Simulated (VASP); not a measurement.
Wanted: the native input for a VASP 6.6.1 run.

| Property | Result |
| --- | --- |
| Task | single point |
| Functional | LDA |
| Potentials or basis | VASP PAW LDA potentials, release 64 (Sn_d, O) |
| Cutoff | 520 eV |
| k mesh | 6 × 6 × 8 |
| Occupations | gaussian, width 0.05 eV |
| Spin | no spin polarisation |
| Dipole correction | no |
| Further INCAR settings | ALGO = Normal; EDIFF = 1e-06; NBANDS = 35 |

The structure of SnO2 lies in POSCAR:

```
SnO2
1.0
    4.6665314825      0.0000000000      0.0000000000
    0.0000000000      4.6671047442      0.0000000000
    0.0000000000      0.0000000000      3.1527341536
Sn O
2 4
Direct
    0.5000000000      0.5000000000      0.5000000000
    0.0000000000      0.0000000000      0.0000000000
    0.3059833077      0.3191552360      0.0000000000
    0.8059833077      0.1808447640      0.5000000000
    0.1940166923      0.8191552360      0.5000000000
    0.6940166923      0.6808447640      0.0000000000
```

This cell differs from its parent crystal: atoms shifted along a free coordinate.

One way to write it, as run:

INCAR

```
ALGO = Normal
EDIFF = 1E-6
ENCUT = 520
ISIF = 2
ISMEAR = 0
LASPH = T
LCHARG = T
LELF = T
LREAL = F
LVHAR = T
LWAVE = F
NBANDS = 35
NELM = 60
PREC = Accurate
SIGMA = 0.05
```

KPOINTS

```
k-points
0
Gamma
  6 6 8
```

Potentials or basis: VASP PAW LDA potentials, release 64 (Sn_d, O).

Launch:

```bash
$ cat potpaw_LDA.64/Sn_d/POTCAR potpaw_LDA.64/O/POTCAR > POTCAR
$ mpirun -np 1 vasp_std > vasp.out
```

It gave:

The pressure is 11.6 GPa. The largest force is 1.319 eV/Å. The band gap on the k mesh is 1.76 eV.

Caveat: the cell differs from its parent crystal (atoms shifted along a free coordinate); the stress differs along the axes, from 9 to 16 GPa; spin-orbit coupling is left out, which moves the levels of the heavy elements; forces of over 1 eV/Å act on the atoms, so gaps and moduli don't describe the material at rest.

Wall time 64 s on 1 thread of Intel(R) Xeon(R) 6975P-C (Granite Rapids), with other jobs on the host, peak memory 0.25 GiB.
